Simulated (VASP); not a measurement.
# Sc (P6_3/mmc) in VASP: further runs, part 2 of 2

VASP 6.6.1. The steps go on from the part before.

## Step 3: Single point, PBE

This run uses another cell than the first one, of 26.34 Å³/atom, 1.026 times its volume.

INCAR

```
SYSTEM = Sc
PREC = Accurate
ENCUT = 520
EDIFF = 1E-6
ISMEAR = 1
SIGMA = 0.1
LREAL = .FALSE.
LASPH = .TRUE.
NELM = 80
ALGO = Normal
ISIF = 2
LWAVE = .FALSE.
LCHARG = .TRUE.
GGA = PE
LELF = .TRUE.
LVHAR = .TRUE.
NBANDS = 18
```

KPOINTS

```
regular mesh
0
G
  10 10 6
  0 0 0
```

POSCAR

```
Sc
1.0
    3.3668107858      0.0000000000      0.0000000000
   -1.6834053929      2.9157436080      0.0000000000
    0.0000000000      0.0000000000      5.3654286239
Sc
2
Direct
    0.3333333333      0.6666666667      0.2500000000
    0.6666666667      0.3333333333      0.7500000000
```

Potentials or basis: VASP PAW PBE potentials, release 64 (Sc_sv).

On the command line:

```console
$ cat potpaw_PBE.64/Sc_sv/POTCAR > POTCAR
$ mpirun -np 1 vasp_std > vasp.out
```

OUTCAR:

```text
SYSTEM = Sc
   PREC = Accurate
   ENCUT = 520
   EDIFF = 1E-6
   ISMEAR = 1
   LREAL = .FALSE.
   LASPH = .TRUE.
   NELM = 80
   ISIF = 2
   GGA = PE

 ion  position               nearest neighbor table
   1  0.333  0.667  0.250-   2 3.31   2 3.31   2 3.31   2 3.31   2 3.31   2 3.31
   2  0.667  0.333  0.750-   1 3.31   1 3.31   1 3.31   1 3.31   1 3.31   1 3.31

  LATTYP: Found a hexagonal cell.
 ALAT       =     3.3668107858
 C/A-ratio  =     1.5936234512

  Lattice vectors:

 A1 = (   3.3668107858,   0.0000000000,   0.0000000000)
 A2 = (  -1.6834053929,   2.9157436080,   0.0000000000)
 A3 = (   0.0000000000,   0.0000000000,   5.3654286239)

Analysis of symmetry for initial positions (statically):
[... 10 lines left out ...]

The static configuration has the point symmetry D_3d.
 The point group associated with its full space group is D_6h.

Analysis of symmetry for dynamics (positions and initial velocities):
[... 10 lines left out ...]

The dynamic configuration has the point symmetry D_3d.
 The point group associated with its full space group is D_6h.

 Subroutine INISYM returns: Found 24 space group operations
[... 5 lines left out ...]
                                     Primitive cell

  volume of cell :      52.6711

  direct lattice vectors                    reciprocal lattice vectors
     3.366810786  0.000000000  0.000000000     0.297016988  0.171482842  0.000000000
    -1.683405393  2.915743608  0.000000000     0.000000000  0.342965684  0.000000000
     0.000000000  0.000000000  5.365428624     0.000000000  0.000000000  0.186378400

  length of vectors
     3.366810786  3.366810732  5.365428624     0.342965678  0.342965684  0.186378400

  position of ions in fractional coordinates (direct lattice)
     0.333333333  0.666666667  0.250000000
     0.666666667  0.333333333  0.750000000

  ion indices of the primitive-cell ions
   primitive index   ion index
                 1           1
                 2           2

----------------------------------------------------------------------------------------

[... 79 lines left out ...]
   PSTRESS=    0.0 pullay stress
   NELECT =      22.0000    total number of electrons
   NUPDOWN=      -1.0000    fix difference up-down
   EMIN   =  10.00;   EMAX   =-10.00  energy-range for DOS
   EFERMI =   0.00;   METHOD = LEGACY
   ISMEAR =     1;   SIGMA  =   0.10  broadening in eV -4-tet -1-fermi 0-gaus
   EFERMI_NEDOS =   21; number of points for ismear=-14 and -15
   IALGO  =     38    algorithm
   IMIX   =      4    mixing-type and parameters
     AMIX     =   0.40;   BMIX     =  1.00
     AMIX_MAG =   1.60;   BMIX_MAG =  1.00
  volume/ion in A,a.u.               =      26.34       177.72
  Fermi-wavevector in a.u.,A,eV,Ry     =   1.223747  2.312546 20.375490  1.497556
  Thomas-Fermi vector in A             =   2.358846
   LORBIT       =      0    0 simple, 1 ext, 2 COOP (PROOUT), +10 PAW based schemes
   GGA     = PE    functional components
   LHFCALC =     F    Hartree Fock is set to
   AEXX    =    0.0000 exact exchange contribution
   IVDW    =     0    specifies the selected vdW correction
   LEPSILON=     F    determine dielectric tensor
   LRPA    =     F    only Hartree local field effects (RPA)
 non-spin polarized calculation
 Methfessel and Paxton  Order N= 1 SIGMA  =   0.10
  energy-cutoff  :      520.00
  volume of cell :       52.67
 maximum number of plane-waves:      1448
 NGX is ok and might be reduce to    28
   NGX = 13   NGY = 13   NGZ = 19

 number of electron      22.0000006 magnetization

 Free energy of the ion-electron system (eV)
  ---------------------------------------------------
  ext. energy  EPLUGINS =         0.00000000
  ---------------------------------------------------
  free energy    TOTEN  =       -12.45684032 eV

  energy without entropy =      -12.45487406  energy(sigma->0) =      -12.45618490

 E-fermi :   3.3021     XC(G=0):  -9.6164

 val. band max:        3.3002349079   @ k =   0.3000  -0.0000   0.3333
 cond. band min:       3.3032960352   @ k =   0.2000   0.2000   0.3333
 fundamental gap:      0.0030611273
 Fermi energy:         3.3020906820

 k-point     1 :       0.0000    0.0000    0.0000
  band No.  band energies     occupation
      1     -46.2928      2.00000
      2     -46.2442      2.00000
      3     -25.0574      2.00000
      4     -24.7921      2.00000
      5     -24.7921      2.00000
      6     -24.7444      2.00000
[... 481 lines left out ...]
      5     -24.8953      2.00000
      6     -24.8594      2.00000
[... 10 lines left out ...]
     17       6.7103      0.00000
     18       6.8614      0.00000

 [... further k-points ...]
[... 5 lines left out ...]
  --------------------------------------------------------------------------------------
  -------------------------------------------------------------------------------------
  Total       -0.9010535     -0.9010534     -1.3583557      0.0000000      0.0000000     -0.0000000
  in kB      -27.4087151    -27.4087139    -41.3191744      0.0000000      0.0000000     -0.0000000
  external PRESSURE =     -32.0455345 kB  Pullay stress =       0.0000000 kB

 VOLUME and BASIS-vectors are now :
 -----------------------------------------------------------------------------
  energy-cutoff  :      520.00
  volume of cell :       52.67
      direct lattice vectors                 reciprocal lattice vectors
     3.366810786  0.000000000  0.000000000     0.297016988  0.171482842  0.000000000
    -1.683405393  2.915743608  0.000000000     0.000000000  0.342965684  0.000000000
     0.000000000  0.000000000  5.365428624     0.000000000  0.000000000  0.186378400

 POSITION                                       TOTAL-FORCE (eV/Angst)
 -----------------------------------------------------------------------------------
     -0.00000      1.94383      1.34136        -0.000000     -0.000000      0.000000
      1.68341      0.97191      4.02407         0.000000      0.000000      0.000000
 -----------------------------------------------------------------------------------
    total drift:                               -0.000000      0.000000     -0.000000

  FREE ENERGIE OF THE ION-ELECTRON SYSTEM (eV)
  ---------------------------------------------------
  free  energy   TOTEN  =       -12.4568403164 eV

  energy  without entropy=      -12.4548740565  energy(sigma->0) =      -12.45618490
```

stdout:

```text
POSCAR found type information on POSCAR Sc
 POSCAR found :  1 types and       2 ions
 scaLAPACK will be used
 LDA part: xc-table for (Slater+PW92), standard interpolation
 POSCAR, INCAR and KPOINTS ok, starting setup
 FFT: planning ... GRIDC
 FFT: planning ... GRID_SOFT
 FFT: planning ... GRID
 WAVECAR not read
 entering main loop
```

It took 32 s on 1 thread of Intel Xeon Platinum 8559C (Emerald Rapids), shared host; peak memory 0.2 GiB.

Results:

```yaml
Free_energy: -12.4568 eV
Pressure: -3.2 GPa
Band_gap_on_the_k_mesh: zero (band 11 reaches 4.16 eV, above the bottom of band 12 at 2.90 eV)
```

## Step 4: Single point, PBE

This run uses another cell than the first one, of 27.00 Å³/atom, 1.052 times its volume.

INCAR

```
SYSTEM = Sc
  PREC = Accurate
  ENCUT = 520
  EDIFF = 1E-6
  ISMEAR = 1
  SIGMA = 0.1
  LREAL = .False.
  LASPH = .True.
  NELM = 80
  ALGO = Normal
  ISIF = 2
  LWAVE = .False.
  LCHARG = .False.
  GGA = PE
  NBANDS = 18
```

KPOINTS

```
Automatic mesh
0
Gamma
  10 10 6
  0 0 0
```

POSCAR

```
Sc
1.0
    3.3949862445      0.0000000000      0.0000000000
   -1.6974931223      2.9401442706      0.0000000000
    0.0000000000      0.0000000000      5.4103296958
Sc
2
Direct
    0.3333333333      0.6666666667      0.2500000000
    0.6666666667      0.3333333333      0.7500000000
```

On the command line:

```console
$ cat potpaw_PBE.64/Sc_sv/POTCAR > POTCAR
$ mpirun -np 1 vasp_std > vasp.out
```

Run time: 31 s. Hardware: 1 thread of Intel Xeon Platinum 8559C (Emerald Rapids), shared host; peak memory 0.19 GiB.

It converged, with:

- Free energy: -12.4264 eV
- Pressure: -4.2 GPa
- Band gap on the k mesh: zero (band 11 reaches 4.00 eV, above the bottom of band 12 at 2.77 eV)

Stress tensor (GPa, compression positive):
```
-3.82  0.00  0.00
 0.00 -3.82  0.00
 0.00  0.00 -5.07
```

Levels at points of the mesh, in eV from the Fermi level:
```tsv
k point	band 7	band 8	band 9	band 10	band 11	band 12	band 13	band 14	band 15	band 16
(0.00, 0.00, 0.00)	-28.12	-28.11	-4.95	-1.57	0.29	1.49	1.49	1.59	1.85	1.85
(0.50, 0.00, 0.00)	-28.18	-28.16	-1.55	-0.96	-0.58	-0.31	1.11	1.32	1.62	3.41
(0.00, 0.00, 0.50)	-28.15	-28.15	-3.55	-3.55	0.84	0.84	1.44	1.44	1.44	1.44
(0.50, 0.00, 0.50)	-28.19	-28.19	-1.35	-1.35	0.03	0.03	1.11	1.11	2.20	2.20
```

## Step 5: Summary

| cell | gap on the mesh (eV) | pressure (GPa) |
| --- | --- | --- |
| a = 3.338, b = 3.338, c = 5.320 Å, angles 90.0, 90.0, 120.0°, 2 atoms | none | -2.0 |
| a = 3.367, b = 3.367, c = 5.365 Å, angles 90.0, 90.0, 120.0°, 2 atoms | none | -3.2 |
| a = 3.395, b = 3.395, c = 5.410 Å, angles 90.0, 90.0, 120.0°, 2 atoms | none | -4.2 |

Alike in all rows: task single point; level PBE; potentials or basis VASP PAW PBE potentials, release 64 (Sc_sv); no spin polarisation; k mesh 10 × 10 × 6; cutoff (eV) 520; smearing methfessel-paxton 0.1 eV.

Absolute energies hang on the potentials; compare differences alone.
